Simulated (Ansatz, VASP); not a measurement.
One calculation of Y, two programs

INCAR

```
PREC = Accurate
ENCUT = 520
EDIFF = 1E-6
ISMEAR = -1
SIGMA = 0.1
LREAL = False
LASPH = True
NELM = 80
ALGO = Normal
ISIF = 2
LWAVE = False
LCHARG = False
GGA = PS
NBANDS = 12
```

The input KPOINTS:

```
regular mesh
0
Gamma
  13 13 13
```

The input POSCAR:

```
Y
1.0
    0.0000000000      2.4923694166      2.4923694166
    2.4923694166      0.0000000000      2.4923694166
    2.4923694166      2.4923694166      0.0000000000
Y
1
Direct
    0.0000000000      0.0000000000      0.0000000000
```

Input for Ansatz:

```yaml
crystal:
  lattice:
    - [0.0, 2.4923694166, 2.4923694166]
    - [2.4923694166, 0.0, 2.4923694166]
    - [2.4923694166, 2.4923694166, 0.0]
  atoms:
    - { symbol: "Y", position: [0.0, 0.0, 0.0] }
kpoints:
  mp_grid: { grid: [13, 13, 13] }
  band_path:
    path:
      - [0.0, 0.0, 0.0]
      - [0.5, 0.0, 0.5]
      - [0.625, 0.25, 0.625]
      - [0.375, 0.375, 0.75]
      - [0.0, 0.0, 0.0]
      - [0.5, 0.5, 0.5]
      - [0.5, 0.25, 0.75]
      - [0.5, 0.0, 0.5]
    npoints: 8
scf:
  occupations: { method: fermi_dirac, width: 0.1 }
hamiltonian:
  xc: pbesol
  pseudopotentials: { kind: paw }
output:
  forces: true
  stress: true
  eigenvalues: true
  populations: true
  dos: { projected: true, de: 0.2, e_range: [-14, 8] }
```

Change from the starting cell: volume scaled by 1, PAW files.

Alike in both runs: task single point; functional PBEsol; k mesh 13 × 13 × 13; occupations fermi-dirac, width 0.1 eV; no spin polarisation.

|  | VASP | Ansatz |
| --- | --- | --- |
| version | VASP 6.6.1 | Ansatz 0.2.0 |
| potentials or method | VASP PAW PBE potentials, release 64 (Y_sv) | PAW with Ansatz's default frozen-core files, scalar-relativistic |
| plane-wave cutoff (eV) | 520 | 420 |
| valence electrons in the cell | 11 | 11 |

Ansatz gave:

```
pressure (GPa) : 0.0
```

Q: What did VASP give for the same quantities?

A: Pressure (GPa): -0.2.

VASP's potentials were made for PBE, not for PBEsol.
